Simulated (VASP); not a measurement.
Wanted: the native input for a VASP 6.6.1 run.

- Task: single point
- Functional: PBE
- Potentials or basis: VASP PAW PBE potentials, release 64 (Si, W_sv)
- Cutoff: 520 eV
- k mesh: 6 × 6 × 12
- Occupations: gaussian, width 0.15 eV
- Spin: no spin polarisation
- Dipole correction: no
- Further INCAR settings: ALGO = Fast; EDIFF = 1e-07; NBANDS = 61

The structure of Si2W3 lies in POSCAR:

```
Si2W3
1.0
    6.6300342967      0.0000000000      0.0000000000
    0.0000000000      6.6300342967      0.0000000000
    0.0000000000      0.0000000000      3.3123213826
Si W
4 6
Direct
    0.1262340845      0.6262340845      0.0000000000
    0.8577681073      0.3577681073      0.0000000000
    0.6262340845      0.8577681073      0.0000000000
    0.3577681073      0.1262340845      0.0000000000
    0.5000000000      0.5000000000      0.0000000000
    0.0000000000      0.0000000000      0.0000000000
    0.6595119696      0.1595119696      0.5000000000
    0.3404880304      0.8404880304      0.5000000000
    0.1595119696      0.3404880304      0.5000000000
    0.8404880304      0.6595119696      0.5000000000
```

This cell differs from its parent crystal: all Si atoms moved +0.075 Å, as atom 1 towards its neighbour atom 2 (Si) at 2.517 Å.

The input as run:

INCAR

```
SYSTEM = Si2W3
ALGO     = Fast           ! electronic algorithm
EDIFF    = 1E-7           ! SCF threshold, eV
ENCUT    = 520            ! plane-wave cutoff, eV
GGA      = PE             ! functional
ISIF     = 2              ! what is computed and relaxed
ISMEAR   = 0              ! smearing method
LASPH    = .TRUE.         ! aspherical terms in the spheres
LCHARG   = .FALSE.        ! write CHGCAR
LREAL    = .FALSE.        ! projectors in reciprocal space
LWAVE    = .FALSE.        ! write WAVECAR
NBANDS   = 61             ! bands
NELM     = 100            ! most SCF steps
PREC     = Accurate       ! precision mode
SIGMA    = 0.15           ! smearing width, eV
```

KPOINTS

```
k-points
0
G
  6 6 12
  0 0 0
```

Potentials or basis: VASP PAW PBE potentials, release 64 (Si, W_sv).

The run is started by

```console
$ cat potpaw_PBE.64/Si/POTCAR potpaw_PBE.64/W_sv/POTCAR > POTCAR
$ mpirun -np 1 vasp_std > vasp.out
```

Results of the run:

```json
{"Pressure": "0.7 GPa", "Largest force": "1.015 eV/Å", "Band gap on the k mesh": "zero (bands 50 and 51 overlap by 1.66 eV)"}
```

Caveat: the cell differs from its parent crystal (all Si atoms moved +0.075 Å, as atom 1 towards its neighbour atom 2 (Si) at 2.517 Å); spin-orbit coupling is left out, which moves the levels of the heavy elements; forces of over 1 eV/Å act on the atoms, so gaps and moduli don't describe the material at rest.

Run time: 12 min on 1 thread of Intel(R) Xeon(R) 6975P-C (Granite Rapids), on a shared host, peak memory 0.65 GiB.
